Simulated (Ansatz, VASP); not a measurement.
# Nb: VASP beside Ansatz

POSCAR

```
Nb
1.0
    0.0000000000      2.1064227052      2.1064227052
    2.1064227052      0.0000000000      2.1064227052
    2.1064227052      2.1064227052      0.0000000000
Nb
1
Direct
    0.0000000000      0.0000000000      0.0000000000
```

The input INCAR.step1:

```
PREC = Accurate ; ENCUT = 520
ISMEAR = 0 ; SIGMA = 0.1
LREAL = False ; LASPH = True
NELM = 60 ; NBANDS = 12
GGA = PE ; ALGO = Normal
EDIFF = 1E-4 ; LWAVE = True
LCHARG = False
```

INCAR.step2

```
PREC = Accurate ; ENCUT = 520
EDIFF = 1E-6 ; ISMEAR = 0
SIGMA = 0.1 ; LREAL = False
LASPH = True ; NELM = 60
ALGO = Normal ; ISIF = 2
LWAVE = False ; LCHARG = False
METAGGA = R2SCAN ; LMIXTAU = True
NBANDS = 12 ; ISTART = 1
```

Contents of KPOINTS:

```
regular mesh
0
Gamma
  18 18 18
```

Input for Ansatz:

```yaml
crystal:
  lattice:
    - [0.0, 2.1064227052, 2.1064227052]
    - [2.1064227052, 0.0, 2.1064227052]
    - [2.1064227052, 2.1064227052, 0.0]
  atoms:
    - { symbol: Nb, position: [0.0, 0.0, 0.0] }
basis:
  ecutwfc: 500
kpoints:
  mp_grid: { grid: [18, 18, 18] }
  band_path:
    path:
      - [[0.0, 0.0, 0.0], [0.5, 0.0, 0.5], [0.625, 0.25, 0.625]]
      - [[0.375, 0.375, 0.75], [0.0, 0.0, 0.0], [0.5, 0.5, 0.5], [0.5, 0.25, 0.75], [0.5, 0.0, 0.5]]
    npoints: 14
hamiltonian:
  xc: r2scan
scf:
  occupations: { method: gaussian, width: 0.1 }
  n_extra_bands: 6
output:
  forces: true
  stress: true
  eigenvalues: true
  populations: true
  dos: { projected: true, de: 0.02, nscf_kmesh: { grid: [27, 27, 27] } }
  bader: true
  write_density: true
  write_potential: true
  elf: true
  volumetric_format: npy
```

Alike in both runs: task single point; functional r2SCAN; k mesh 18 × 18 × 18; occupations gaussian, width 0.1 eV; no spin polarisation.

```csv
,VASP,Ansatz
version,VASP 6.6.1,Ansatz 0.2.0
potentials or method,"VASP PAW PBE potentials, release 64 (Nb_sv), cutoff 520 eV","scalar-relativistic, plane waves, PAW"
valence electrons in the cell,13,13
```

```tsv
	VASP	Ansatz	Ansatz less VASP
gap on the k mesh at the Fermi level (eV)	none	none	-
pressure (GPa)	-0.2	0.0	+0.20
```

VASP's potentials were made for PBE, not for r2SCAN. A gap of «none» marks a metal or a gap that the smearing closes.
